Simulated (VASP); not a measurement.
Input of a VASP 6.6.1 run:

The input INCAR:

```
  ALGO = Normal
  EDIFF = 1E-8
  ENCUT = 520
  GGA = PS
  ISIF = 2
  ISMEAR = -1
  LASPH = True
  LCHARG = False
  LEFG = True
  LREAL = False
  LWAVE = False
  NBANDS = 19
  NELM = 60
  PREC = Accurate
  SIGMA = 0.03
```

KPOINTS

```
k-points
0
Gamma
  16 16 8
```

The input POSCAR:

```
Zn
1.0
    2.6736512679      0.0000000000      0.0000000000
   -1.3368256340      2.3154499188      0.0000000000
    0.0000000000      0.0000000000      4.9631343400
Zn
2
Direct
    0.3333333333      0.6666666667      0.2500000000
    0.6666666667      0.3333333333      0.7500000000
```

Potentials or basis: VASP PAW PBE potentials, release 64 (Zn).

Run with:

```console
$ cat potpaw_PBE.64/Zn/POTCAR > POTCAR
$ mpirun -np 1 vasp_std > vasp.out
```

Problem. What does it give for the band gap on the k mesh?

Solution. Zero (band 12 reaches 4.12 eV, above the bottom of band 13 at -0.18 eV).

Problem. What does it give for the pressure?

Solution. -5.8 GPa.

Stress tensor (GPa, compression positive):
```
-5.99  0.00  0.00
 0.00 -5.99  0.00
 0.00  0.00 -5.35
```

Caveat: without QUAD_EFG the Cq values of the log hold for a quadrupole moment of 1 mb, not for the nuclei; the PAW data sets were made with another functional, which shifts forces and pressure a little.
